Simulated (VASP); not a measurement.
Set up this calculation in VASP 6.6.1, as the native input.

```yaml
Task: electric field gradients
Functional: PBE
Potentials_or_basis: VASP PAW PBE potentials, release 64 (K_sv, F)
Cutoff: 520 eV
k_mesh: 8 × 8 × 8
Occupations: fermi-dirac, width 0.03 eV
Spin: no spin polarisation
Dipole_correction: no
Further_INCAR_settings: ALGO = Normal; EDIFF = 1e-08; NBANDS = 15
```

The structure of KF lies in POSCAR:

```
KF
1.0
    0.0000000000      2.6193877275      2.6193877275
    2.6193877275      0.0000000000      2.6193877275
    2.6193877275      2.6193877275      0.0000000000
K F
1 1
Direct
    0.0000000000      0.0000000000      0.0000000000
    0.5000000000      0.5000000000      0.5000000000
```

This cell differs from its parent crystal: volume scaled by 0.9405.

These files were run (other wordings do the same):

INCAR

```
ALGO = Normal ; EDIFF = 1E-8
ENCUT = 520 ; GGA = PE
ISIF = 2 ; ISMEAR = -1
LASPH = True ; LCHARG = False
LEFG = True ; LREAL = False
LWAVE = False ; NBANDS = 15
NELM = 80 ; PREC = Accurate
SIGMA = 0.03
```

KPOINTS

```
k-points
0
Gamma
  8 8 8
```

Potentials or basis: VASP PAW PBE potentials, release 64 (K_sv, F).

Run with:

```console
$ cat potpaw_PBE.64/K_sv/POTCAR potpaw_PBE.64/F/POTCAR > POTCAR
$ mpirun -np 1 vasp_std > vasp.out
```

It gave:

The pressure is 3.9 GPa. The band gap on the k mesh is 6.49 eV, direct.

Caveat: without QUAD_EFG the Cq values of the log hold for a quadrupole moment of 1 mb, not for the nuclei.

Wall time 8.3 s on 1 thread of Intel(R) Xeon(R) 6975P-C (Granite Rapids) (shared host), peak memory 0.16 GiB.
